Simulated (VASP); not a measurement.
# TiTe2 (P-3m1) in VASP: notebook

TiTe2 is run at these levels: r2SCAN, PBEsol+U; tasks: single point.

Program: VASP 6.6.1. These are calculated values, not measurements. Logs are shortened: lines on timing, memory, paths and dates and some standing lists are left out, and cuts for length are marked.

## (1) The cell of the first run

It takes space group P-3m1 (No. 164, trigonal). Conventional cell: a = 3.818 Å, b = 3.818 Å, c = 6.740 Å, α = 90.00°, β = 90.00°, γ = 120.00°. Within 3.7 Å of Te (site symmetry 3m) lie 3 Ti at 2.77 Å. Within 3.7 Å of Ti (site symmetry -3m) lie 6 Te at 2.77 Å.

## (2) Single point, r2SCAN

POSCAR

```
TiTe2
1.0
    3.8182203901      0.0000000000      0.0000000000
   -1.9091101951      3.3066758551      0.0000000000
    0.0000000000      0.0000000000      6.7401545967
Te Ti
2 1
Direct
    0.3333333333      0.6666666667      0.7501583520
    0.6666666667      0.3333333333      0.2498416480
    0.0000000000      0.0000000000      0.0000000000
```

INCAR.step1

```
SYSTEM = TiTe2
  PREC = Accurate
  ENCUT = 520
  ISMEAR = -1
  SIGMA = 0.05
  LREAL = .FALSE.
  LASPH = .TRUE.
  NELM = 80
  NBANDS = 19
  GGA = PE
  ALGO = Normal
  EDIFF = 1E-4
  LWAVE = .TRUE.
  LCHARG = .FALSE.
```

INCAR.step2

```
SYSTEM = TiTe2
  PREC = Accurate
  ENCUT = 520
  EDIFF = 1E-7
  ISMEAR = -1
  SIGMA = 0.05
  LREAL = .FALSE.
  LASPH = .TRUE.
  NELM = 80
  ALGO = Normal
  ISIF = 2
  LWAVE = .FALSE.
  LCHARG = .FALSE.
  METAGGA = R2SCAN
  LMIXTAU = .TRUE.
  NBANDS = 19
  ISTART = 1
```

KPOINTS

```
regular mesh
0
G
  8 8 4
  0 0 0
```

Potentials or basis: VASP PAW PBE potentials, release 64 (Te, Ti_sv).

Launch:

```console
$ cat potpaw_PBE.64/Te/POTCAR potpaw_PBE.64/Ti_sv/POTCAR > POTCAR
$ cp INCAR.step1 INCAR
$ mpirun -np 1 vasp_std > vasp.out
$ cp INCAR.step2 INCAR
$ mpirun -np 1 vasp_std > vasp.out
```

OUTCAR:

```text
SYSTEM = TiTe2
   PREC = Accurate
   ENCUT = 520
   EDIFF = 1E-7
   ISMEAR = -1
   LREAL = .FALSE.
   LASPH = .TRUE.
   NELM = 80
   ISIF = 2
   METAGGA = R2SCAN
   ISTART = 1

 ion  position               nearest neighbor table
   1  0.333  0.667  0.750-   3 2.77   3 2.77   3 2.77
   2  0.667  0.333  0.250-   3 2.77   3 2.77   3 2.77
   3  0.000  0.000  0.000-   1 2.77   2 2.77   2 2.77   1 2.77   2 2.77   1 2.77

  LATTYP: Found a hexagonal cell.
 ALAT       =     3.8182203901
 C/A-ratio  =     1.7652607519

  Lattice vectors:

 A1 = (   3.8182203901,   0.0000000000,   0.0000000000)
 A2 = (  -1.9091101951,   3.3066758551,   0.0000000000)
 A3 = (   0.0000000000,   0.0000000000,   6.7401545967)

Analysis of symmetry for initial positions (statically):
=====================================================================
 Subroutine PRICEL returns:
 Original cell was already a primitive cell.

 Routine SETGRP: Setting up the symmetry group for a
 hexagonal supercell.

 Subroutine GETGRP returns: Found 12 space group operations
 (whereof 12 operations were pure point group operations)
 out of a pool of 24 trial point group operations.

The static configuration has the point symmetry D_3d.

Analysis of symmetry for dynamics (positions and initial velocities):
=====================================================================
 Subroutine PRICEL returns:
 Original cell was already a primitive cell.

 Routine SETGRP: Setting up the symmetry group for a
 hexagonal supercell.

 Subroutine GETGRP returns: Found 12 space group operations
 (whereof 12 operations were pure point group operations)
 out of a pool of 24 trial point group operations.

The dynamic configuration has the point symmetry D_3d.

 Subroutine INISYM returns: Found 12 space group operations
 (whereof 12 operations are pure point group operations),
 and found     1 'primitive' translations

----------------------------------------------------------------------------------------

                                     Primitive cell

  volume of cell :      85.0986

  direct lattice vectors                    reciprocal lattice vectors
     3.818220390  0.000000000  0.000000000     0.261902116  0.151209257  0.000000000
    -1.909110195  3.306675855  0.000000000     0.000000000  0.302418514  0.000000000
     0.000000000  0.000000000  6.740154597     0.000000000  0.000000000  0.148364549

  length of vectors
     3.818220390  3.818220390  6.740154597     0.302418514  0.302418514  0.148364549

  position of ions in fractional coordinates (direct lattice)
     0.333333333  0.666666667  0.750158352
     0.666666667  0.333333333  0.249841648
     0.000000000  0.000000000  0.000000000

  ion indices of the primitive-cell ions
   primitive index   ion index
                 1           1
                 2           2
                 3           3

----------------------------------------------------------------------------------------

 KPOINTS: regular mesh

Automatic generation of k-mesh.
 Grid dimensions read from file:
 generate k-points for:    8    8    4

 Generating k-lattice:

  Cartesian coordinates                     Fractional coordinates (reciprocal lattice)
     0.032737765  0.018901157  0.000000000     0.125000000  0.000000000  0.000000000
     0.000000000  0.037802314  0.000000000     0.000000000  0.125000000  0.000000000
     0.000000000  0.000000000  0.037091137     0.000000000  0.000000000  0.250000000

  Length of vectors
     0.037802314  0.037802314  0.037091137

  Shift w.r.t. Gamma in fractional coordinates (k-lattice)
     0.000000000  0.000000000  0.000000000

 Subroutine IBZKPT returns following result:
 ===========================================

 Found     35 irreducible k-points:

 Following reciprocal coordinates:
            Coordinates               Weight
  0.000000  0.000000  0.000000      1.000000
  0.125000  0.000000  0.000000      6.000000
  0.250000  0.000000  0.000000      6.000000
  0.375000  0.000000  0.000000      6.000000
  0.500000  0.000000  0.000000      3.000000
  0.125000  0.125000  0.000000      6.000000
[... 16 lines left out ...]
 -0.125000  0.500000  0.250000     12.000000
  0.250000  0.250000  0.250000     12.000000
 [... further k-points ...]
   k-points           NKPTS =     35   k-points in BZ     NKDIM =     35   number of bands    NBANDS=     19
   number of dos      NEDOS =    301   number of ions     NIONS =      3
   total plane-waves  NPLWV =  39200
   dimension x,y,z NGX =    28 NGY =   28 NGZ =   50
   dimension x,y,z NGXF=    56 NGYF=   56 NGZF=  100
   ions per type =               2   1
   NGX,Y,Z   is equivalent  to a cutoff of  12.19, 12.19, 12.33 a.u.
   NGXF,Y,Z  is equivalent  to a cutoff of  24.38, 24.38, 24.67 a.u.
 SYSTEM =  TiTe2
   PREC   = accura    normal or accurate (medium, high low for compatibility)
   ISTART =      1    job   : 0-new  1-cont  2-samecut
   ICHARG =      0    charge: 1-file 2-atom 10-const
   ISPIN  =      1    spin polarized calculation?
   LNONCOLLINEAR =      F non collinear calculations
   LSORBIT =      F    spin-orbit coupling
   LASPH  =      T    aspherical Exc in radial PAW
   ENCUT  =  520.0 eV  38.22 Ry    6.18 a.u.   7.10  7.10 12.53*2*pi/ulx,y,z
   NELM   =     80;   NELMIN=  2; NELMDL=  0     # of ELM steps
   EDIFF  = 0.1E-06   stopping-criterion for ELM
   LREAL  =      F    real-space projection
   EDIFFG = 0.1E-05   stopping-criterion for IOM
   NSW    =      0    number of steps for IOM
   IBRION =     -1    ionic relax: 0-MD 1-quasi-New 2-CG
   NFREE  =      0    steps in history (QN), initial steepest desc. (CG)
   ISIF   =      2    stress and relaxation
   ISYM   =      2    0-nonsym 1-usesym 2-fastsym
   POTIM  = 0.5000    time-step for ionic-motion
   TEBEG  =    0.0;   TEEND  =   0.0 temperature during run
   PSTRESS=    0.0 pullay stress
   NELECT =      24.0000    total number of electrons
   NUPDOWN=      -1.0000    fix difference up-down
   EMIN   =  10.00;   EMAX   =-10.00  energy-range for DOS
   EFERMI =   0.00;   METHOD = LEGACY
   ISMEAR =    -1;   SIGMA  =   0.05  broadening in eV -4-tet -1-fermi 0-gaus
   EFERMI_NEDOS =   21; number of points for ismear=-14 and -15
   IALGO  =     38    algorithm
   IMIX   =      4    mixing-type and parameters
     AMIX     =   0.40;   BMIX     =  1.00
     AMIX_MAG =   1.60;   BMIX_MAG =  1.00
  volume/ion in A,a.u.               =      28.37       191.42
  Fermi-wavevector in a.u.,A,eV,Ry     =   1.073588  2.028788 15.681963  1.152592
  Thomas-Fermi vector in A             =   2.209392
   LORBIT       =      0    0 simple, 1 ext, 2 COOP (PROOUT), +10 PAW based schemes
   METAGGA = R2SCAN    functional components
   LHFCALC =     F    Hartree Fock is set to
   AEXX    =    0.0000 exact exchange contribution
   IVDW    =     0    specifies the selected vdW correction
   LEPSILON=     F    determine dielectric tensor
   LRPA    =     F    only Hartree local field effects (RPA)
 non-spin polarized calculation
  energy-cutoff  :      520.00
  volume of cell :       85.10
 maximum number of plane-waves:      2309
   NGX = 15   NGY = 15   NGZ = 25

 number of electron      24.0000002 magnetization

 Free energy of the ion-electron system (eV)
  ---------------------------------------------------
  ext. energy  EPLUGINS =         0.00000000
  ---------------------------------------------------
  free energy    TOTEN  =       -66.29714487 eV

  energy without entropy =      -66.28793518  energy(sigma->0) =      -66.29254003

 E-fermi :   6.1163     XC(G=0): -10.0040

 val. band max:        6.0851704706   @ k =   0.3750   0.0000   0.2500
 cond. band min:       6.1190624797   @ k =   0.3750   0.0000   0.5000
 fundamental gap:      0.0338920091
 Fermi energy:         6.1162844582

 k-point     1 :       0.0000    0.0000    0.0000
  band No.  band energies     occupation
      1     -53.9943      2.00000
      2     -29.1994      2.00000
      3     -29.1994      2.00000
      4     -29.1611      2.00000
      5      -6.6514      2.00000
      6      -5.2791      2.00000
[... 11 lines left out ...]
     18      11.6867      0.00000
     19      12.4188      0.00000

 k-point     2 :       0.1250    0.0000    0.0000
  band No.  band energies     occupation
      1     -53.9939      2.00000
      2     -29.2051      2.00000
      3     -29.2007      2.00000
      4     -29.1597      2.00000
      5      -6.4789      2.00000
      6      -5.1903      2.00000
[... 11 lines left out ...]
     18      12.5294      0.00000
     19      13.0570      0.00000

 k-point     3 :       0.2500    0.0000    0.0000
  band No.  band energies     occupation
      1     -53.9929      2.00000
      2     -29.2188      2.00000
      3     -29.2038      2.00000
      4     -29.1564      2.00000
      5      -6.0003      2.00000
      6      -4.9678      2.00000
[... 11 lines left out ...]
     18      12.1713      0.00000
     19      13.0996      0.00000

 k-point     4 :       0.3750    0.0000    0.0000
  band No.  band energies     occupation
      1     -53.9920      2.00000
      2     -29.2325      2.00000
      3     -29.2070      2.00000
      4     -29.1531      2.00000
      5      -5.3617      2.00000
      6      -4.7635      2.00000
[... 11 lines left out ...]
     18      11.7562      0.00000
     19      12.1403      0.00000

 k-point     5 :       0.5000    0.0000    0.0000
  band No.  band energies     occupation
      1     -53.9916      2.00000
      2     -29.2382      2.00000
      3     -29.2083      2.00000
      4     -29.1517      2.00000
      5      -4.9150      2.00000
      6      -4.7977      2.00000
[... 11 lines left out ...]
     18      11.7948      0.00000
     19      11.8868      0.00000
[... 334 lines left out ...]
      2     -29.2264      2.00000
      3     -29.2081      2.00000
      4     -29.1541      2.00000
      5      -5.4850      2.00000
      6      -4.9433      2.00000
[... 11 lines left out ...]
     18      11.8575      0.00000
     19      13.2038      0.00000

 k-point    22 :       0.3750    0.1250    0.2500
  band No.  band energies     occupation
      1     -53.9916      2.00000
      2     -29.2350      2.00000
      3     -29.2114      2.00000
      4     -29.1517      2.00000
      5      -5.0059      2.00000
      6      -4.7071      2.00000
[... 11 lines left out ...]
     18      11.4720      0.00000
     19      12.4990      0.00000

 k-point    23 :      -0.1250    0.5000    0.2500
  band No.  band energies     occupation
      1     -53.9916      2.00000
      2     -29.2350      2.00000
      3     -29.2114      2.00000
      4     -29.1517      2.00000
      5      -4.9274      2.00000
      6      -4.7968      2.00000
[... 11 lines left out ...]
     18      11.1396      0.00000
     19      12.7818      0.00000

 k-point    24 :       0.2500    0.2500    0.2500
  band No.  band energies     occupation
      1     -53.9916      2.00000
      2     -29.2307      2.00000
      3     -29.2158      2.00000
      4     -29.1518      2.00000
      5      -5.0142      2.00000
      6      -4.7208      2.00000
[... 11 lines left out ...]
     18      11.6790      0.00000
     19      12.4496      0.00000

 [... further k-points ...]
[... 5 lines left out ...]
  --------------------------------------------------------------------------------------
  -------------------------------------------------------------------------------------
  Total        0.0646865      0.0646865      0.0578177     -0.0000000      0.0000000      0.0000000
  in kB        1.2178715      1.2178715      1.0885507     -0.0000000      0.0000000      0.0000000
  external PRESSURE =       1.1747645 kB  Pullay stress =       0.0000000 kB

 VOLUME and BASIS-vectors are now :
 -----------------------------------------------------------------------------
  energy-cutoff  :      520.00
  volume of cell :       85.10
      direct lattice vectors                 reciprocal lattice vectors
     3.818220390  0.000000000  0.000000000     0.261902116  0.151209257  0.000000000
    -1.909110195  3.306675855  0.000000000     0.000000000  0.302418514  0.000000000
     0.000000000  0.000000000  6.740154597     0.000000000  0.000000000  0.148364549

 POSITION                                       TOTAL-FORCE (eV/Angst)
 -----------------------------------------------------------------------------------
     -0.00000      2.20445      5.05618         0.000000      0.000000     -0.018324
      1.90911      1.10223      1.68397        -0.000000     -0.000000      0.018324
      0.00000      0.00000      0.00000         0.000000      0.000000      0.000000
 -----------------------------------------------------------------------------------
    total drift:                                0.000000      0.000000      0.000000

  FREE ENERGIE OF THE ION-ELECTRON SYSTEM (eV)
  ---------------------------------------------------
  free  energy   TOTEN  =       -66.2971448729 eV

  energy  without entropy=      -66.2879351788  energy(sigma->0) =      -66.29254003
```

Run time: 2 min. Hardware: 1 thread of Intel Xeon 6975P-C (Granite Rapids), shared host; peak memory 0.23 GiB.

Results:

- Free energy: -66.2971 eV
- Pressure: 0.1 GPa
- Largest force: 0.018 eV/Å
- Band gap on the k mesh: zero (band 12 reaches 6.48 eV, above the bottom of band 13 at 5.97 eV)

Forces in eV/Å, atoms in the order of the input:
```
Te   0.000  0.000 -0.018
Te   0.000  0.000  0.018
Ti   0.000  0.000  0.000
```

Caveat: the PAW data sets were made with another functional, which shifts forces and pressure a little; spin-orbit coupling is left out, which moves the levels of the heavy elements.

(Continued in part 2 of 2.)
